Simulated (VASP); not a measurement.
A run of VASP 6.6.1:

Contents of INCAR:

```
PREC = Accurate
ENCUT = 500
EDIFF = 1E-6
ISMEAR = 0
SIGMA = 0.01
LREAL = False
LASPH = True
NELM = 120
ALGO = Normal
ISIF = 2
LWAVE = False
LCHARG = False
GGA = RP
NBANDS = 15
GGA_COMPAT = False
```

The input KPOINTS:

```
regular mesh
0
Gamma
  4 4 4
```

POSCAR

```
CaS
1.0
    0.0000000000      2.8430000000      2.8430000000
    2.8430000000      0.0000000000      2.8430000000
    2.8430000000      2.8430000000      0.0000000000
Ca S
1 1
Direct
   -0.0052761168      0.0052761168      0.0052761168
    0.5000000000      0.5000000000      0.5000000000
```

Potentials or basis: VASP PAW PBE potentials, release 64 (Ca_sv, S).

Command:

```console
$ cat potpaw_PBE.64/Ca_sv/POTCAR potpaw_PBE.64/S/POTCAR > POTCAR
$ mpirun -np 1 vasp_std > vasp.out
```

Hardware: 1 thread of Intel(R) Xeon(R) 6975P-C (Granite Rapids), on a shared host.

**Question.** Estimate the wall time of this run.

**Answer.** Wall time 6.1 s on 1 thread of Intel(R) Xeon(R) 6975P-C (Granite Rapids), on a shared host, peak memory 0.16 GiB. Counts: scf iterations 13, k points 13.
